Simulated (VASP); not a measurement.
Input of a VASP 6.6.1 run:

File INCAR:

```
SYSTEM = Ti
PREC = Accurate ; ENCUT = 600
EDIFF = 1E-7 ; ISMEAR = 0
SIGMA = 0.1 ; LREAL = .False.
LASPH = .True. ; NELM = 100
ALGO = Normal ; ISIF = 3
LWAVE = .False. ; LCHARG = .False.
GGA = PE ; IBRION = 2
NSW = 100 ; EDIFFG = -0.01
```

KPOINTS

```
regular mesh
0
Gamma
  24 24 24
  0 0 0
```

Contents of POSCAR:

```
Ti
1.0
    0.0000000000      2.0554533680      2.0554533680
    2.0554533680      0.0000000000      2.0554533680
    2.0554533680      2.0554533680      0.0000000000
Ti
1
Direct
    0.0000000000      0.0000000000      0.0000000000
```

Potentials or basis: VASP PAW PBE potentials, release 64 (Ti_sv).

Command:

```sh
$ cat potpaw_PBE.64/Ti_sv/POTCAR > POTCAR
$ mpirun -np 1 vasp_std > vasp.out
```

What does it give for the relaxed volume?

17.34 Å³/atom.

What does it give for the relaxed cell?

a = 2.905 Å, b = 2.905 Å, c = 2.905 Å, α = 60.00°, β = 60.00°, γ = 60.00°.

Estimate the space group after relaxing (to 0.05 Å).

Fm-3m (No. 225).

Final structure:
```yaml
crystal:
  lattice:
    - [0.00000, 2.05437, 2.05437]
    - [2.05437, 0.00000, 2.05437]
    - [2.05437, 2.05437, 0.00000]
  atoms:
    - { symbol: Ti, position: [0.00000, 0.00000, 0.00000] }
```
